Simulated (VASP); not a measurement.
**Bi2Te3 (Tellurobismuthite): single point with PBE**

**The experiment to reproduce.**

From “Vacancy and Antisite-Induced Ferromagnetism in Liquid-Phase Exfoliated Bi2Te3”, 2024, arxiv:2412.10539, for a bulk crystal of Bi2Te3: band gap 0.17 eV.

Crystal: Bi2Te3 (Tellurobismuthite).

```
CELL_PARAMETERS angstrom
2.19300 1.26613 10.16567
-2.19300 1.26613 10.16567
0.00000 -2.53226 10.16567
ATOMIC_POSITIONS crystal
Bi 0.40000 0.40000 0.40000
Bi 0.60000 0.60000 0.60000
Te 0.00000 0.00000 0.00000
Te 0.20950 0.20950 0.20950
Te 0.79050 0.79050 0.79050
```

* Program: VASP 6.6.1
* Task: single point
* Functional: PBE
* Potentials or basis: VASP PAW PBE potentials, release 64 (Bi_d, Te)
* Cutoff: 520 eV
* k mesh: 6 × 6 × 6
* Occupations: gaussian, width 0.01 eV
* Spin: no spin polarisation
* Dipole correction: no
* Further INCAR settings: ALGO = Normal; EDIFF = 1e-07; NBANDS = 32

The pressure is 1.9 GPa, the largest force is 0.025 eV/Å and the band gap on the k mesh is 0.28 eV, direct.

Forces in eV/Å, atoms in the order of the input:
```
Bi   0.000  0.000  0.016
Bi   0.000  0.000 -0.016
Te   0.000  0.000  0.000
Te   0.000  0.000  0.025
Te   0.000  0.000 -0.025
```

Stress tensor (GPa, compression positive):
```
1.94 0.00 0.00
0.00 1.94 0.00
0.00 0.00 1.77
```

Levels at points of the mesh, in eV from the valence-band top:
```tsv
k point	band 20	band 21	band 22	band 23	band 24	band 25	band 26	band 27	band 28	band 29
(0.00, 0.00, 0.00)	-1.71	-1.71	-0.87	-0.87	0.00	0.28	0.65	0.65	1.96	2.10
(0.50, 0.00, 0.00)	-3.16	-2.92	-2.42	-0.92	-0.51	0.57	1.05	2.74	2.77	3.32
(0.50, 0.50, 0.00)	-2.36	-2.00	-1.82	-1.56	-0.96	0.85	1.51	2.05	2.64	2.72
(0.50, 0.50, 0.50)	-1.42	-1.42	-1.16	-1.16	-0.44	0.83	1.13	1.13	1.64	1.64
```

Wall time 13 min on 1 thread of Intel(R) Xeon(R) Platinum 8259CL CPU @ 2.50GHz (Skylake/Cascade Lake), with other jobs on the host, peak memory 0.96 GiB.

Measured gap of Bi2Te3: 0.17 eV (quoted in “Vacancy and Antisite-Induced Ferromagnetism in Liquid-Phase Exfoliated Bi2Te3”, 2024, arxiv:2412.10539). This calculation gives 0.28 eV (+0.11 eV). Spin-orbit coupling on Bi, Te is left out. The value is that of PBE on a finite k mesh, which can miss the band edges, without temperature or zero-point motion.

Caveat: spin-orbit coupling is left out, which moves the levels of the heavy elements.
